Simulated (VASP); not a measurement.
Ni:

```
Ni
1.0
     0.00000    1.71199    1.71199
     1.71199    0.00000    1.71199
     1.71199    1.71199    0.00000
Ni
1
Direct
  0.00000 0.00000 0.00000
```

Base run:

* Program: VASP 6.6.1
* Functional: LDA
* Potentials or basis: VASP PAW LDA potentials, release 64 (Ni)
* Cutoff: 520 eV
* k mesh: 24 × 24 × 24
* Occupations: gaussian, width 0.15 eV
* Spin: collinear spin, ferromagnetic start
* Starting moments: [0.75] μB
* Fixed moment: 0.75 μB

Its results: pressure 1.1 GPa; site moments Ni +0.74 μB.

Task: The run is repeated on the same cell with these changes: fixed moment from 0.75 μB to 0.25 μB; moments at the start from [0.75] to [0.25]. What comes out?

Result: Pressure -0.9 GPa; site moments Ni +0.25 μB.

Caveats: the total moment is fixed, so each spin has its own Fermi level.
